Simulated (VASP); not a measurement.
# Al5P2 (P-4m2) in VASP: single point with PBE

Aim: the single point of Al5P2 with PBE.

Program: VASP 6.6.1. These are calculated values, not measurements. Logs are shortened: lines on timing, memory, paths and dates and some standing lists are left out, and cuts for length are marked.

**1. The cell of the first run**

It takes space group P-4m2 (No. 115, tetragonal). Conventional cell: a = 3.810 Å, b = 3.810 Å, c = 9.968 Å, α = 90.00°, β = 90.00°, γ = 90.00°. Al (site symmetry -4m2) has 4 P at 2.37 Å within 3.1 Å. Al (site symmetry 2mm) has 2 P at 2.39 Å and 4 Al at 2.74 to 2.98 Å within 3.2 Å. Within 3.9 Å of Al (site symmetry 2mm) lie 12 Al at 2.71 to 3.81 Å and 1 P at 3.73 Å. P (site symmetry 2mm) has 4 Al at 2.37 to 2.39 Å within 3.1 Å.

**2. Single point, PBE**

Contents of POSCAR:

```
Al5P2
1.0
    3.8096228092      0.0000000000      0.0000000000
    0.0000000000      3.8096228092      0.0000000000
    0.0000000000      0.0000000000      9.9679676556
Al P
5 2
Direct
    0.0000000000      0.0000000000      0.0000000000
    0.5000000000      0.5000000000      0.7138473326
    0.5000000000      0.5000000000      0.2861526674
    0.5000000000      0.0000000000      0.5165067347
    0.0000000000      0.5000000000      0.4834932653
    0.5000000000      0.0000000000      0.1420949422
    0.0000000000      0.5000000000      0.8579050578
```

Contents of INCAR.step1:

```
PREC     = Accurate       # precision mode
ENCUT    = 520            # plane-wave cutoff, eV
EDIFF    = 1E-6           # SCF threshold, eV
ISMEAR   = 0              # smearing method
SIGMA    = 0.1            # smearing width, eV
LREAL    = False          # projectors in reciprocal space
LASPH    = True           # aspherical terms in the spheres
NELM     = 60             # most SCF steps
ALGO     = Normal         # electronic algorithm
ISIF     = 2              # what is computed and relaxed
LWAVE    = False          # write WAVECAR
LCHARG   = True           # write CHGCAR
GGA      = PE             # functional
NBANDS   = 22             # bands
```

Contents of KPOINTS.step1:

```
Automatic mesh
0
Gamma
  8 8 4
```

Contents of INCAR.step2:

```
PREC     = Accurate       # precision mode
ENCUT    = 520            # plane-wave cutoff, eV
EDIFF    = 1E-6           # SCF threshold, eV
ISMEAR   = -5             # smearing method
SIGMA    = 0.1            # smearing width, eV
LREAL    = False          # projectors in reciprocal space
LASPH    = True           # aspherical terms in the spheres
NELM     = 60             # most SCF steps
ALGO     = Normal         # electronic algorithm
ISIF     = 2              # what is computed and relaxed
LWAVE    = False          # write WAVECAR
LCHARG   = False          # write CHGCAR
GGA      = PE             # functional
LORBIT   = 11             # projections on sites
NEDOS    = 2001           # points of the DOS
ICHARG   = 11             # starting density
```

Contents of KPOINTS.step2:

```
Automatic mesh
0
Gamma
  12 12 6
```

Potentials or basis: VASP PAW PBE potentials, release 64 (Al, P).

Run with:

```
$ cat potpaw_PBE.64/Al/POTCAR potpaw_PBE.64/P/POTCAR > POTCAR
$ cp INCAR.step1 INCAR
$ cp KPOINTS.step1 KPOINTS
$ mpirun -np 1 vasp_std > vasp.out
$ cp INCAR.step2 INCAR
$ cp KPOINTS.step2 KPOINTS
$ mpirun -np 1 vasp_std > vasp.out
```

OUTCAR:

```text
PREC = Accurate
   ENCUT = 520
   EDIFF = 1E-6
   ISMEAR = -5
   LREAL = False
   LASPH = True
   NELM = 60
   ISIF = 2
   GGA = PE
   LORBIT = 11
   ICHARG = 11

 ion  position               nearest neighbor table
   1  0.000  0.000  0.000-   6 2.37   7 2.37   7 2.37   6 2.37
   2  0.500  0.500  0.714-   7 2.39   7 2.39   4 2.74   4 2.74   5 2.98   5 2.98
   3  0.500  0.500  0.286-   6 2.39   6 2.39   5 2.74   5 2.74   4 2.98   4 2.98
   4  0.500  0.000  0.517-   5 2.71   5 2.71   5 2.71   5 2.71   2 2.74   2 2.74   3 2.98   3 2.98

   5  0.000  0.500  0.483-   4 2.71   4 2.71   4 2.71   4 2.71   3 2.74   3 2.74   2 2.98   2 2.98

   6  0.500  0.000  0.142-   1 2.37   1 2.37   3 2.39   3 2.39
   7  0.000  0.500  0.858-   1 2.37   1 2.37   2 2.39   2 2.39

  LATTYP: Found a simple tetragonal cell.
 ALAT       =     3.8096228092
 C/A-ratio  =     2.6165235129

  Lattice vectors:

 A1 = (   3.8096228092,   0.0000000000,   0.0000000000)
 A2 = (   0.0000000000,   3.8096228092,   0.0000000000)
 A3 = (   0.0000000000,   0.0000000000,   9.9679676556)

Analysis of symmetry for initial positions (statically):
=====================================================================
 Subroutine PRICEL returns:
 Original cell was already a primitive cell.

 Routine SETGRP: Setting up the symmetry group for a
 simple tetragonal supercell.

 Subroutine GETGRP returns: Found  8 space group operations
 (whereof  8 operations were pure point group operations)
 out of a pool of 16 trial point group operations.

The static configuration has the point symmetry D_2d.

Analysis of symmetry for dynamics (positions and initial velocities):
=====================================================================
 Subroutine PRICEL returns:
 Original cell was already a primitive cell.

 Routine SETGRP: Setting up the symmetry group for a
 simple tetragonal supercell.

 Subroutine GETGRP returns: Found  8 space group operations
 (whereof  8 operations were pure point group operations)
 out of a pool of 16 trial point group operations.

The dynamic configuration has the point symmetry D_2d.

 Subroutine INISYM returns: Found  8 space group operations
 (whereof  8 operations are pure point group operations),
 and found     1 'primitive' translations

----------------------------------------------------------------------------------------

                                     Primitive cell

  volume of cell :     144.6674

  direct lattice vectors                    reciprocal lattice vectors
     3.809622809  0.000000000  0.000000000     0.262493178  0.000000000  0.000000000
     0.000000000  3.809622809  0.000000000     0.000000000  0.262493178  0.000000000
     0.000000000  0.000000000  9.967967656     0.000000000  0.000000000  0.100321353

  length of vectors
     3.809622809  3.809622809  9.967967656     0.262493178  0.262493178  0.100321353

  position of ions in fractional coordinates (direct lattice)
     0.000000000  0.000000000  0.000000000
     0.500000000  0.500000000  0.713847333
     0.500000000  0.500000000  0.286152667
     0.500000000  0.000000000  0.516506735
     0.000000000  0.500000000  0.483493265
     0.500000000  0.000000000  0.142094942
     0.000000000  0.500000000  0.857905058

  ion indices of the primitive-cell ions
   primitive index   ion index
                 1           1
                 2           2
                 3           3
                 4           4
                 5           5
                 6           6
                 7           7

----------------------------------------------------------------------------------------

 KPOINTS: Automatic mesh

Automatic generation of k-mesh.
 Grid dimensions read from file:
 generate k-points for:   12   12    6

 Generating k-lattice:

  Cartesian coordinates                     Fractional coordinates (reciprocal lattice)
     0.021874432  0.000000000  0.000000000     0.083333333  0.000000000  0.000000000
     0.000000000  0.021874432  0.000000000     0.000000000  0.083333333  0.000000000
     0.000000000  0.000000000  0.016720225     0.000000000  0.000000000  0.166666667

  Length of vectors
     0.021874432  0.021874432  0.016720225

  Shift w.r.t. Gamma in fractional coordinates (k-lattice)
     0.000000000  0.000000000  0.000000000

 TETIRR: Found   1296 inequivalent tetrahedra from     5184

 Subroutine IBZKPT returns following result:
 ===========================================

 Found    112 irreducible k-points:

 Following reciprocal coordinates:
            Coordinates               Weight
  0.000000  0.000000  0.000000      1.000000
  0.083333  0.000000  0.000000      4.000000
  0.166667  0.000000  0.000000      4.000000
  0.250000  0.000000  0.000000      4.000000
  0.333333  0.000000  0.000000      4.000000
  0.416667  0.000000  0.000000      4.000000
[... 16 lines left out ...]
  0.333333  0.333333  0.000000      4.000000
  0.416667  0.333333  0.000000      8.000000
 [... further k-points ...]
   k-points           NKPTS =    112   k-points in BZ     NKDIM =    112   number of bands    NBANDS=     16
   number of dos      NEDOS =   2001   number of ions     NIONS =      7
   total plane-waves  NPLWV =  62720
   dimension x,y,z NGX =    28 NGY =   28 NGZ =   80
   dimension x,y,z NGXF=    56 NGYF=   56 NGZF=  160
   ions per type =               5   2
   NGX,Y,Z   is equivalent  to a cutoff of  12.22, 12.22, 13.34 a.u.
   NGXF,Y,Z  is equivalent  to a cutoff of  24.44, 24.44, 26.68 a.u.
 SYSTEM =  unknown system
   PREC   = accura    normal or accurate (medium, high low for compatibility)
   ISTART =      0    job   : 0-new  1-cont  2-samecut
   ICHARG =     11    charge: 1-file 2-atom 10-const
   ISPIN  =      1    spin polarized calculation?
   LNONCOLLINEAR =      F non collinear calculations
   LSORBIT =      F    spin-orbit coupling
   LASPH  =      T    aspherical Exc in radial PAW
   ENCUT  =  520.0 eV  38.22 Ry    6.18 a.u.   7.08  7.08 18.53*2*pi/ulx,y,z
   NELM   =     60;   NELMIN=  2; NELMDL=  0     # of ELM steps
   EDIFF  = 0.1E-05   stopping-criterion for ELM
   LREAL  =      F    real-space projection
   EDIFFG = 0.1E-04   stopping-criterion for IOM
   NSW    =      0    number of steps for IOM
   IBRION =     -1    ionic relax: 0-MD 1-quasi-New 2-CG
   NFREE  =      0    steps in history (QN), initial steepest desc. (CG)
   ISIF   =      2    stress and relaxation
   ISYM   =      2    0-nonsym 1-usesym 2-fastsym
   POTIM  = 0.5000    time-step for ionic-motion
   TEBEG  =    0.0;   TEEND  =   0.0 temperature during run
   PSTRESS=    0.0 pullay stress
   NELECT =      25.0000    total number of electrons
   NUPDOWN=      -1.0000    fix difference up-down
   EMIN   =  10.00;   EMAX   =-10.00  energy-range for DOS
   EFERMI =   0.00;   METHOD = LEGACY
   ISMEAR =    -5;   SIGMA  =   0.10  broadening in eV -4-tet -1-fermi 0-gaus
   EFERMI_NEDOS =   21; number of points for ismear=-14 and -15
   IALGO  =     38    algorithm
   IMIX   =      4    mixing-type and parameters
     AMIX     =   0.40;   BMIX     =  1.00
     AMIX_MAG =   1.60;   BMIX_MAG =  1.00
  volume/ion in A,a.u.               =      20.67       139.47
  Fermi-wavevector in a.u.,A,eV,Ry     =   0.911867  1.723178 11.313254  0.831501
  Thomas-Fermi vector in A             =   2.036196
   LORBIT       =     11    0 simple, 1 ext, 2 COOP (PROOUT), +10 PAW based schemes
   GGA     = PE    functional components
   LHFCALC =     F    Hartree Fock is set to
   AEXX    =    0.0000 exact exchange contribution
   IVDW    =     0    specifies the selected vdW correction
   LEPSILON=     F    determine dielectric tensor
   LRPA    =     F    only Hartree local field effects (RPA)
 non-spin polarized calculation
 Fermi weights with tetrahedron method with Bloechl corrections
  energy-cutoff  :      520.00
  volume of cell :      144.67
 maximum number of plane-waves:      3932

 number of electron      24.9999998 magnetization

 Free energy of the ion-electron system (eV)
  ---------------------------------------------------
  ext. energy  EPLUGINS =         0.00000000
  ---------------------------------------------------
  free energy    TOTEN  =       -30.57721592 eV

  energy without entropy =      -30.57721592  energy(sigma->0) =      -30.57721592

 E-fermi :   5.2724     XC(G=0):  -9.2050

 val. band max:        5.5162331862   @ k =   0.0000   0.0000   0.5000
 cond. band min:       5.2122829384   @ k =   0.5000   0.2500   0.1667
 fundamental gap:     -0.3039502477
 Fermi energy:         5.2724283495

 k-point     1 :       0.0000    0.0000    0.0000
  band No.  band energies     occupation
      1      -6.5879      2.00000
      2      -5.5620      2.00000
      3      -3.7387      2.00000
      4      -0.1361      2.00000
      5       0.1384      2.00000
      6       2.9937      2.00000
[... 8 lines left out ...]
     15       7.2565      0.00000
     16       7.7803      0.00000

 k-point     2 :       0.0833    0.0000    0.0000
  band No.  band energies     occupation
      1      -6.5389      2.00000
      2      -5.5286      2.00000
      3      -3.6727      2.00000
      4      -0.1202      2.00000
      5       0.1670      2.00000
      6       2.6589      2.00000
[... 8 lines left out ...]
     15       7.7257      0.00000
     16       7.9315      0.00000
[... 387 lines left out ...]
      5       0.0876      2.00000
      6       0.7426      2.00000
[... 8 lines left out ...]
     15       6.1446      0.00000
     16       7.5173      0.00000

 k-point    24 :       0.4167    0.3333    0.0000
  band No.  band energies     occupation
      1      -4.9875      2.00000
      2      -4.7382      2.00000
      3      -1.2790      2.00000
      4      -0.2178      2.00000
      5       0.0497      2.00000
      6       0.6143      2.00000
[... 8 lines left out ...]
     15       5.8547     -0.00033
     16       7.0774      0.00000

 [... further k-points ...]

------------------------ aborting loop because EDIFF is reached ----------------------------------------

  FORCE on cell =-STRESS in cart. coord.  units (eV):
  Direction    XX          YY          ZZ          XY          YZ          ZX
  --------------------------------------------------------------------------------------
  -------------------------------------------------------------------------------------
  Total       -0.0324149     -0.0324149     -0.0480685      0.0000000      0.0000000     -0.0000000
  in kB       -0.3589917     -0.3589917     -0.5323536      0.0000000      0.0000000     -0.0000000
  external PRESSURE =      -0.4167790 kB  Pullay stress =       0.0000000 kB

 VOLUME and BASIS-vectors are now :
 -----------------------------------------------------------------------------
  energy-cutoff  :      520.00
  volume of cell :      144.67
      direct lattice vectors                 reciprocal lattice vectors
     3.809622809  0.000000000  0.000000000     0.262493178  0.000000000  0.000000000
     0.000000000  3.809622809  0.000000000     0.000000000  0.262493178  0.000000000
     0.000000000  0.000000000  9.967967656     0.000000000  0.000000000  0.100321353

 POSITION                                       TOTAL-FORCE (eV/Angst)
 -----------------------------------------------------------------------------------
      0.00000      0.00000      0.00000        -0.000000      0.000000      0.000000
      1.90481      1.90481      7.11561        -0.000000     -0.000000      0.004541
      1.90481      1.90481      2.85236        -0.000000     -0.000000     -0.004541
      1.90481      0.00000      5.14852         0.000000      0.000000      0.045571
      0.00000      1.90481      4.81945        -0.000000      0.000000     -0.045571
      1.90481      0.00000      1.41640         0.000000      0.000000     -0.008615
      0.00000      1.90481      8.55157        -0.000000      0.000000      0.008615
 -----------------------------------------------------------------------------------
    total drift:                               -0.000000      0.000000      0.000000

  FREE ENERGIE OF THE ION-ELECTRON SYSTEM (eV)
  ---------------------------------------------------
  free  energy   TOTEN  =       -30.5772159162 eV

  energy  without entropy=      -30.5772159162  energy(sigma->0) =      -30.57721592

 total charge

# of ion       s       p       d       tot
------------------------------------------
    1        0.401   0.375   0.000   0.776
    2        0.412   0.349   0.000   0.761
    3        0.412   0.349   0.000   0.761
    4        0.448   0.348   0.000   0.796
    5        0.448   0.348   0.000   0.796
    6        1.020   1.559   0.000   2.579
    7        1.020   1.559   0.000   2.579
--------------------------------------------------
tot          4.161   4.887   0.000   9.048
```

Wall time 2.7 min (1 thread of Intel Xeon Platinum 8488C (Sapphire Rapids), shared host); peak memory 0.37 GiB.

What came out:

| Quantity | Value |
| --- | --- |
| Valence electrons inside the program's atomic spheres | Al 0.78, 0.76, 0.80 (each value once); P 2.58 |
